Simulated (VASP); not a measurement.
Runs of VASP 6.6.1 on ZrB2. The structure is that of space group P6/mmm (No. 191), or close to it. The cells are those of the table. 

| task | cell | k mesh | cutoff (eV) | smearing | gap on the mesh (eV) | pressure (GPa) | relaxed volume (Å³/atom) |
| --- | --- | --- | --- | --- | --- | --- | --- |
| relaxation of cell and atoms | relaxed from a = 3.134, b = 3.134, c = 3.487 Å, angles 90.0, 90.0, 120.0°, 3 atoms | 18 × 18 × 12 | 600 | fermi-dirac 0.15 eV | none | 0.0 | (a) |
| relaxation of cell and atoms | relaxed from a = 3.136, b = 3.136, c = 3.486 Å, angles 90.0, 90.0, 120.0°, 3 atoms | 15 × 15 × 10 | 600 | gaussian 0.1 eV | none | 0.0 | 9.90 |
| single point | a = 3.133, b = 3.133, c = 3.489 Å, angles 90.0, 90.0, 120.0°, 3 atoms | 18 × 18 × 12 | 520 | fermi-dirac 0.15 eV | none | 0.4 | - |
| single point | a = 3.134, b = 3.134, c = 3.487 Å, angles 90.0, 90.0, 120.0°, 3 atoms | 15 × 15 × 10 | 520 | gaussian 0.1 eV | none | 0.5 | - |

Alike in all rows: level LDA; potentials or basis VASP PAW LDA potentials, release 64 (Zr_sv, B); no spin polarisation.

Fill in the values left out.

(a) 9.91.

A k mesh can miss the band edges, and the runs leave out spin-orbit coupling on Zr.

A gap of «none» marks levels without a gap at the run's occupations.
